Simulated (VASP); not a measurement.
# TiTe2 (P-3m1) in VASP: notebook

The runs below take TiTe2 through relaxation of cell and atoms, relaxation of shape and atoms at fixed volume, with PBE+D3(BJ).

Program: VASP 6.6.1. These are calculated values, not measurements. Logs are shortened: lines on timing, memory, paths and dates and some standing lists are left out, and cuts for length are marked.

**1. The cell of the first run**

Symmetry: P-3m1, No. 164, trigonal system. Conventional cell: a = 3.697 Å, b = 3.697 Å, c = 6.390 Å, α = 90.00°, β = 90.00°, γ = 120.00°. Within 3.7 Å of Ti (site symmetry -3m) lie 6 Te at 2.75 Å and 6 Ti at 3.70 Å. Te (site symmetry 3m) has 3 Ti at 2.75 Å and 9 Te at 3.62 to 3.70 Å within 3.7 Å.

**2. Relaxation of cell and atoms, PBE+D3(BJ), target pressure 5 GPa, at which the enthalpy is minimised**

INCAR reads:

```
SYSTEM = TiTe2
PREC = Accurate
ENCUT = 600
EDIFF = 1E-6
ISMEAR = -1
SIGMA = 0.15
LREAL = .FALSE.
LASPH = .TRUE.
NELM = 60
ALGO = Normal
ISIF = 3
LWAVE = .FALSE.
LCHARG = .FALSE.
GGA = PE
IVDW = 12
IBRION = 2
NSW = 80
EDIFFG = -0.001
PSTRESS = 50.0
```

KPOINTS reads:

```
Automatic mesh
0
G
  15 15 8
  0 0 0
```

POSCAR reads:

```
TiTe2
1.0
    3.6969421864      0.0000000000      0.0000000000
   -1.8484710932      3.2016458498      0.0000000000
    0.0000000000      0.0000000000      6.3897208935
Ti Te
1 2
Direct
    0.0000000000      0.0000000000      0.0000000000
    0.6666666667      0.3333333333      0.2711629980
    0.3333333333      0.6666666667      0.7288370020
```

Potentials or basis: VASP PAW PBE potentials, release 64 (Ti_sv, Te).

Launch:

```sh
> cat potpaw_PBE.64/Ti_sv/POTCAR potpaw_PBE.64/Te/POTCAR > POTCAR
> mpirun -np 1 vasp_std > vasp.out
```

OUTCAR:

```text
SYSTEM = TiTe2
   PREC = Accurate
   ENCUT = 600
   EDIFF = 1E-6
   ISMEAR = -1
   LREAL = .FALSE.
   LASPH = .TRUE.
   NELM = 60
   ISIF = 3
   GGA = PE
   IVDW = 12
   IBRION = 2
   NSW = 80
   EDIFFG = -0.001
   PSTRESS = 50.0
 IVDW          = 12

 ion  position               nearest neighbor table
   1  0.000  0.000  0.000-   2 2.75   3 2.75   2 2.75   3 2.75   2 2.75   3 2.75
   2  0.667  0.333  0.271-   1 2.75   1 2.75   1 2.75   3 3.62   3 3.62   3 3.62
   3  0.333  0.667  0.729-   1 2.75   1 2.75   1 2.75   2 3.62   2 3.62   2 3.62

  LATTYP: Found a hexagonal cell.
 ALAT       =     3.6969421864
 C/A-ratio  =     1.7283799885

  Lattice vectors:

 A1 = (   3.6969421864,   0.0000000000,   0.0000000000)
 A2 = (  -1.8484710932,   3.2016458498,   0.0000000000)
 A3 = (   0.0000000000,   0.0000000000,   6.3897208935)

Analysis of symmetry for initial positions (statically):
=====================================================================
 Subroutine PRICEL returns:
 Original cell was already a primitive cell.

 Routine SETGRP: Setting up the symmetry group for a
 hexagonal supercell.

 Subroutine GETGRP returns: Found 12 space group operations
 (whereof 12 operations were pure point group operations)
 out of a pool of 24 trial point group operations.

The static configuration has the point symmetry D_3d.

Analysis of symmetry for dynamics (positions and initial velocities):
=====================================================================
 Subroutine PRICEL returns:
 Original cell was already a primitive cell.

 Routine SETGRP: Setting up the symmetry group for a
 hexagonal supercell.

 Subroutine GETGRP returns: Found 12 space group operations
 (whereof 12 operations were pure point group operations)
 out of a pool of 24 trial point group operations.

The dynamic configuration has the point symmetry D_3d.

 Subroutine INISYM returns: Found 12 space group operations
 (whereof 12 operations are pure point group operations),
 and found     1 'primitive' translations

----------------------------------------------------------------------------------------

                                     Primitive cell

  volume of cell :      75.6307

  direct lattice vectors                    reciprocal lattice vectors
     3.696942186  0.000000000  0.000000000     0.270493816  0.156169678  0.000000000
    -1.848471093  3.201645850  0.000000000     0.000000000  0.312339355  0.000000000
     0.000000000  0.000000000  6.389720893     0.000000000  0.000000000  0.156501358

  length of vectors
     3.696942186  3.696942186  6.389720893     0.312339355  0.312339355  0.156501358

[... 77 lines left out ...]
   LNONCOLLINEAR =      F non collinear calculations
   LSORBIT =      F    spin-orbit coupling
   LASPH  =      T    aspherical Exc in radial PAW
   ENCUT  =  600.0 eV  44.10 Ry    6.64 a.u.   7.38  7.38 12.76*2*pi/ulx,y,z
   NELM   =     60;   NELMIN=  2; NELMDL= -5     # of ELM steps
   EDIFF  = 0.1E-05   stopping-criterion for ELM
   LREAL  =      F    real-space projection
   EDIFFG = -.1E-02   stopping-criterion for IOM
   NSW    =     80    number of steps for IOM
   IBRION =      2    ionic relax: 0-MD 1-quasi-New 2-CG
   NFREE  =      1    steps in history (QN), initial steepest desc. (CG)
   ISIF   =      3    stress and relaxation
   ISYM   =      2    0-nonsym 1-usesym 2-fastsym
   POTIM  = 0.5000    time-step for ionic-motion
   TEBEG  =    0.0;   TEEND  =   0.0 temperature during run
   PSTRESS=   50.0 pullay stress
   NELECT =      24.0000    total number of electrons
   NUPDOWN=      -1.0000    fix difference up-down
   EMIN   =  10.00;   EMAX   =-10.00  energy-range for DOS
   EFERMI =   0.00;   METHOD = LEGACY
   ISMEAR =    -1;   SIGMA  =   0.15  broadening in eV -4-tet -1-fermi 0-gaus
   EFERMI_NEDOS =   21; number of points for ismear=-14 and -15
   IALGO  =     38    algorithm
   IMIX   =      4    mixing-type and parameters
     AMIX     =   0.40;   BMIX     =  1.00
     AMIX_MAG =   1.60;   BMIX_MAG =  1.00
  volume/ion in A,a.u.               =      25.21       170.13
  Fermi-wavevector in a.u.,A,eV,Ry     =   1.116639  2.110141 16.964856  1.246882
  Thomas-Fermi vector in A             =   2.253254
   LORBIT       =      0    0 simple, 1 ext, 2 COOP (PROOUT), +10 PAW based schemes
   GGA     = PE    functional components
   LHFCALC =     F    Hartree Fock is set to
   AEXX    =    0.0000 exact exchange contribution
   IVDW    =    12    specifies the selected vdW correction
   LEPSILON=     F    determine dielectric tensor
   LRPA    =     F    only Hartree local field effects (RPA)
 conjugate gradient relaxation of ions
 non-spin polarized calculation
  energy-cutoff  :      600.00
  volume of cell :       75.63
 maximum number of plane-waves:      2557
 NGX is ok and might be reduce to    30
   NGX = 15   NGY = 15   NGZ = 25

--------------------------------------- Ionic step        1  -------------------------------------------

 number of electron      24.0000000 magnetization

 Free energy of the ion-electron system (eV)
  ---------------------------------------------------
  ext. energy  EPLUGINS =         0.00000000
  ---------------------------------------------------
  free energy    TOTEN  =       -16.20089264 eV

  energy without entropy =      -16.09009590  energy(sigma->0) =      -16.14549427

------------------------ aborting loop because EDIFF is reached ----------------------------------------

 Edisp (eV)   -1.56590

 E8    (eV) :    -0.7254
[... 116 lines left out ...]
  energy  without entropy=      -17.5949557979  energy(sigma->0) =      -17.64790301

  enthalpy is  TOTEN    =       -15.4830106795 eV   P V=        2.2178395513

[... ionic steps 4 to 24 ...]

--------------------------------------- Ionic step       25  -------------------------------------------

 number of electron      24.0000003 magnetization

------------------------ aborting loop because EDIFF is reached ----------------------------------------
[... 81 lines left out ...]
--------------------------------------- Ionic step       27  -------------------------------------------

 number of electron      24.0000003 magnetization

 Free energy of the ion-electron system (eV)
  ---------------------------------------------------
  ext. energy  EPLUGINS =         0.00000000
  ---------------------------------------------------
  free energy    TOTEN  =       -15.95698081 eV

  energy without entropy =      -15.84846547  energy(sigma->0) =      -15.90272314

 E-fermi :   8.8254     XC(G=0): -10.6312

 val. band max:        8.8103821997   @ k =   0.4000   0.0667   0.3750
 cond. band min:       8.8317160392   @ k =   0.0000   0.4000   0.1250
 fundamental gap:      0.0213338395
 Fermi energy:         8.8253925362

 k-point     1 :       0.0000    0.0000    0.0000
  band No.  band energies     occupation
      1     -48.3218      2.00000
      2     -24.5974      2.00000
      3     -24.5974      2.00000
      4     -24.5871      2.00000
      5      -4.5890      2.00000
      6      -2.4436      2.00000
[... 433 lines left out ...]
      3     -24.6311      2.00000
      4     -24.5673      2.00000
      5      -2.0510      2.00000
      6      -1.7501      2.00000
[... 8 lines left out ...]
     15      10.6364      0.00001
     16      11.3438      0.00000

 [... further k-points ...]

------------------------ aborting loop because EDIFF is reached ----------------------------------------

 Edisp (eV)   -1.71829

 E8    (eV) :    -0.7947
[... 30 lines left out ...]
  energy  without entropy=      -17.5667516425  energy(sigma->0) =      -17.62100931

  enthalpy is  TOTEN    =       -15.5228676474 eV   P V=        2.1523993343

 reached required accuracy - stopping structural energy minimisation
```

CONTCAR:

```text
TiTe2
   1.00000000000000
     3.5912446098752766    0.0000000000000000    0.0000000000000000
    -1.7956223049376383    3.1101090634394146   -0.0000000000000000
     0.0000000000000000    0.0000000000000000    6.1750833087526624
  Ti              Te
     1     2
Direct
     0.0000000000000000    0.0000000000000000    0.0000000000000000
     0.6666666667000030    0.3333333332999970    0.2819909348507312
     0.3333333332999970    0.6666666667000030    0.7180090651492687

  0.00000000E+00  0.00000000E+00  0.00000000E+00
  0.00000000E+00  0.00000000E+00  0.00000000E+00
  0.00000000E+00  0.00000000E+00  0.00000000E+00
```

Wall time 26 min (1 thread of Intel Xeon 6975P-C (Granite Rapids), shared host); peak memory 0.5 GiB.

What came out:

* Free energy: -17.6753 eV
* Relaxed volume: 22.99 Å³/atom
* Relaxed cell: a = 3.591 Å, b = 3.591 Å, c = 6.175 Å, α = 90.00°, β = 90.00°, γ = 120.00°
* Space group after relaxing (to 0.1 Å): P-3m1 (No. 164)
* Energy change on relaxing (the run minimises the enthalpy): +30.5 meV/atom
* Ionic steps: 27
* Pressure after relaxing: 5.0 GPa
* Band gap on the k mesh: zero (bands 12 and 13 overlap by 0.90 eV)
* Dispersion energy per atom: -0.573 eV

Step by step:
```
step  energy change (eV)  largest force (eV/Å)  pressure (GPa)  volume (Å³)
   1              0.0000                0.0124           -0.17        75.63
   2              0.2577                1.1701           10.75        67.07
   3              0.0659                0.5719            4.92        71.07
   4              0.0680                0.3541            4.91        70.23
   5              0.0950                0.0017            5.00        68.95
   6              0.0918                0.0265            4.98        69.04
   7              0.0930                0.0176            5.06        68.94
   8              0.0954                0.0082            5.14        68.85
   9              0.0953                0.0088            5.14        68.85
  10              0.0871                0.0325            4.76        69.12
  11              0.0925                0.0048            5.01        68.94
  12              0.0924                0.0053            5.02        68.94
  13              0.0897                0.0190            4.89        69.03
  14              0.0921                0.0070            4.99        68.95
  15              0.0922                0.0062            4.99        68.95
  16              0.0923                0.0060            5.03        68.95
  17              0.0916                0.0029            5.00        68.97
  18              0.0914                0.0019            4.99        68.97
  19              0.0913                0.0009            4.96        68.98
  20              0.0914                0.0023            5.02        68.98
  21              0.0913                0.0012            4.97        68.98
  22              0.0927                0.0046            5.03        68.93
  23              0.0921                0.0017            5.02        68.95
  24              0.0917                0.0002            5.02        68.96
  25              0.0915                0.0007            5.00        68.97
  26              0.0915                0.0009            4.99        68.97
  27              0.0915                0.0007            5.00        68.97
```

Final structure:
```xyz
3
Lattice="3.5912 0.0000 0.0000 -1.7956 3.1101 0.0000 0.0000 0.0000 6.1751" Properties=species:S:1:pos:R:3 pbc="T T T"
Ti    0.0000    0.0000    0.0000
Te    1.7956    1.0367    1.7413
Te    0.0000    2.0734    4.4338
```

Levels at points of the mesh, in eV from the Fermi level:
```csv
k point,band 10,band 11,band 12,band 13,band 14,band 15
"(0.00, 0.00, 0.00)",0.14,0.55,0.55,1.09,1.59,1.59
"(0.00, 0.00, 0.50)",-1.40,0.53,0.53,0.93,0.93,1.30
```

Caveat: the cell is relaxed towards a set pressure, so the run minimises the enthalpy, not the energy; spin-orbit coupling is left out, which moves the levels of the heavy elements.

**3. Relaxation of shape and atoms at fixed volume, PBE+D3(BJ) (25.71 Å³/atom)**

This run uses another cell than the first one, of 25.71 Å³/atom.

INCAR reads:

```
  PREC = Accurate
  ENCUT = 600
  EDIFF = 1E-7
  ISMEAR = -1
  SIGMA = 0.15
  LREAL = F
  LASPH = T
  NELM = 100
  ALGO = Normal
  ISIF = 4
  LWAVE = F
  LCHARG = F
  GGA = PE
  IVDW = 12
  IBRION = 2
  NSW = 80
  EDIFFG = -0.001
```

KPOINTS reads:

```
Automatic mesh
0
Gamma
  15 15 8
```

POSCAR reads:

```
TiTe2
1.0
    3.7214259608      0.0000000000      0.0000000000
   -1.8607129804      3.2228494203      0.0000000000
    0.0000000000      0.0000000000      6.4320381591
Ti Te
1 2
Direct
    0.0000000000      0.0000000000      0.0000000000
    0.6666666667      0.3333333333      0.2711629980
    0.3333333333      0.6666666667      0.7288370020
```

Potentials or basis: VASP PAW PBE potentials, release 64 (Ti_sv, Te).

Launch:

```sh
> cat potpaw_PBE.64/Ti_sv/POTCAR potpaw_PBE.64/Te/POTCAR > POTCAR
> mpirun -np 1 vasp_std > vasp.out
```

Wall time 10 min (1 thread of Intel Xeon 6975P-C (Granite Rapids), shared host); peak memory 0.46 GiB.

Results (log left out):

| Item | Value |
| --- | --- |
| Free energy | -17.7628 eV |
| Energy gained by relaxing | 0.8 meV/atom |
| Ionic steps | 8 |
| Pressure after relaxing | -0.8 GPa |
| Band gap on the k mesh | zero (bands 12 and 13 overlap by 0.77 eV) |
| Dispersion energy per atom | -0.512 eV |

Step by step:
| step | energy change (eV) | largest force (eV/Å) | pressure (GPa) | volume (Å³) |
| --- | --- | --- | --- | --- |
| 1 | 0.0000 | 0.1518 | -1.36 | 77.14 |
| 2 | -0.0017 | 0.0737 | -1.10 | 77.14 |
| 3 | -0.0021 | 0.0153 | -0.90 | 77.14 |
| 4 | -0.0021 | 0.0083 | -0.88 | 77.14 |
| 5 | -0.0023 | 0.0057 | -0.85 | 77.14 |
| 6 | -0.0024 | 0.0029 | -0.83 | 77.14 |
| 7 | -0.0024 | 0.0022 | -0.78 | 77.14 |
| 8 | -0.0025 | 0.0003 | -0.81 | 77.14 |

Final structure:
```yaml
crystal:
  lattice:
    - [3.71657, 0.00000, 0.00000]
    - [-1.85829, 3.21865, 0.00000]
    - [0.00000, 0.00000, 6.44885]
  atoms:
    - { symbol: Ti, position: [0.00000, 0.00000, 0.00000] }
    - { symbol: Te, position: [0.66667, 0.33333, 0.26857] }
    - { symbol: Te, position: [0.33333, 0.66667, 0.73143] }
```

Levels at points of the mesh, in eV from the Fermi level:
| k point | band 8 | band 9 | band 10 | band 11 | band 12 | band 13 | band 14 | band 15 | band 16 |
| --- | --- | --- | --- | --- | --- | --- | --- | --- | --- |
| (0.00, 0.00, 0.00) | -1.57 | -1.57 | 0.30 | 0.47 | 0.47 | 0.63 | 1.25 | 1.25 | 3.12 |
| (0.00, 0.00, 0.50) | -2.91 | -1.49 | -1.49 | 0.46 | 0.46 | 0.87 | 0.87 | 1.08 | 3.62 |

Caveat: spin-orbit coupling is left out, which moves the levels of the heavy elements.

**4. Relaxation of shape and atoms at fixed volume, PBE+D3(BJ) (22.15 Å³/atom)**

This run uses another cell than the first one, of 22.15 Å³/atom.

INCAR reads:

```
SYSTEM = TiTe2
PREC     = Accurate       ! precision mode
ENCUT    = 600            ! plane-wave cutoff, eV
EDIFF    = 1E-7           ! SCF threshold, eV
ISMEAR   = 0              ! smearing method
SIGMA    = 0.1            ! smearing width, eV
LREAL    = .FALSE.        ! projectors in reciprocal space
LASPH    = .TRUE.         ! aspherical terms in the spheres
NELM     = 80             ! most SCF steps
ALGO     = Fast           ! electronic algorithm
ISIF     = 4              ! what is computed and relaxed
LWAVE    = .FALSE.        ! write WAVECAR
LCHARG   = .FALSE.        ! write CHGCAR
GGA      = PE             ! functional
IVDW     = 12             ! dispersion correction
IBRION   = 2              ! ionic algorithm
NSW      = 50             ! ionic steps
EDIFFG   = -0.01          ! ionic threshold
```

KPOINTS reads:

```
Automatic mesh
0
G
  15 15 8
  0 0 0
```

POSCAR reads:

```
TiTe2
1.0
    3.5473314945      0.0000000000      0.0000000000
   -1.7736657472      3.0720791899      0.0000000000
    0.0000000000      0.0000000000      6.0985062381
Ti Te
1 2
Direct
    0.0000000000      0.0000000000      0.0000000000
    0.6666666667      0.3333333333      0.2820589696
    0.3333333333      0.6666666667      0.7179410304
```

Launch:

```sh
> cat potpaw_PBE.64/Ti_sv/POTCAR potpaw_PBE.64/Te/POTCAR > POTCAR
> mpirun -np 1 vasp_std > vasp.out
```

Run time: 24 min. Hardware: 1 thread of Oxide Virtual Turin-like, shared host; peak memory 0.39 GiB.

Results (log left out):

```
Free energy                : -17.5256 eV
Energy gained by relaxing  : 1.9 meV/atom
Ionic steps                : 6
Pressure after relaxing    : 7.8 GPa
Band gap on the k mesh     : zero (bands 12 and 13 overlap by 0.94 eV)
Dispersion energy per atom : -0.595 eV
```

Forces in eV/Å, atoms in the order of the input:
```
Ti   0.000  0.000  0.000
Te   0.000  0.000  0.003
Te   0.000  0.000 -0.003
```

Step by step:
| step | energy change (eV) | largest force (eV/Å) | pressure (GPa) | volume (Å³) |
| --- | --- | --- | --- | --- |
| 1 | 0.0000 | 0.2917 | 8.63 | 66.46 |
| 2 | -0.0053 | 0.0733 | 8.02 | 66.46 |
| 3 | -0.0055 | 0.0086 | 7.84 | 66.46 |
| 4 | -0.0055 | 0.0148 | 7.86 | 66.46 |
| 5 | -0.0057 | 0.0089 | 7.84 | 66.46 |
| 6 | -0.0057 | 0.0030 | 7.84 | 66.46 |

Final structure:
```
Ti Te
1.0
     3.54770    0.00000    0.00000
    -1.77385    3.07240    0.00000
     0.00000    0.00000    6.09724
Ti Te
1 2
Direct
  0.00000 0.00000 0.00000
  0.66667 0.33333 0.28527
  0.33333 0.66667 0.71473
```

Levels at points of the mesh, in eV from the Fermi level:
```
           k point  band 10  band 11  band 12  band 13  band 14  band 15
(0.00, 0.00, 0.00)     0.04     0.53     0.53     1.22     1.69     1.69
(0.00, 0.00, 0.50)    -1.42     0.51     0.51     0.94     0.94     1.36
```

Caveat: spin-orbit coupling is left out, which moves the levels of the heavy elements.

(Continued in part 2 of 2.)

The gap in the log of VASP goes by the Fermi energy; the results here count the filled bands.